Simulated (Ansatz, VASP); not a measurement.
# Two plane-wave programs on Al4As4H

```
CELL_PARAMETERS angstrom
0.00000 5.72791 0.00000
0.00000 0.00000 -5.72791
-5.72791 0.00000 0.00000
ATOMIC_POSITIONS crystal
Al 0.49634 0.99634 0.50366
Al 0.00366 0.99634 0.99634
Al 0.49634 0.50366 0.99634
Al 0.00366 0.50366 0.50366
As 0.75000 0.75000 0.75000
As 0.25000 0.75000 0.25000
As 0.75000 0.25000 0.25000
As 0.25000 0.25000 0.75000
H 0.25000 0.75000 0.75000
```

Alike in both runs: functional PBE; k mesh 3 × 3 × 3; occupations gaussian, width 0.01 eV; collinear spin.

Ansatz relaxed the structure, and its values are those at the end. VASP's run is a single point on that final structure, the one shown.

```csv
,VASP,Ansatz
version,VASP 6.6.1,Ansatz 0.2.0
potentials or method,"VASP PAW PBE potentials, release 64 (Al, As, H), cutoff 520 eV","scalar-relativistic, plane waves, PAW"
valence electrons in the cell,33,73
```

|  | VASP | Ansatz | Ansatz less VASP |
| --- | --- | --- | --- |
| gap on the k mesh at the Fermi level (eV) | none | none | - |
| rms of the force components (eV/Å) | 0.007 | 0.007 | -0.0004 |
| net moment per atom (μB) | 0.11 | 0.11 | 0.000 |
| size of the moment on the site where the two differ most (μB) | 0.22 | 0.43 | +0.211 |

Site moments also hang on the region over which each program counts them. A gap of «none» marks a metal or a gap that the smearing closes. VASP's potentials hold 33 valence electrons a cell and Ansatz's 73, so a difference there can come from the potentials and not from the codes.

The k mesh is coarse, so the values compare programs but aren't converged.
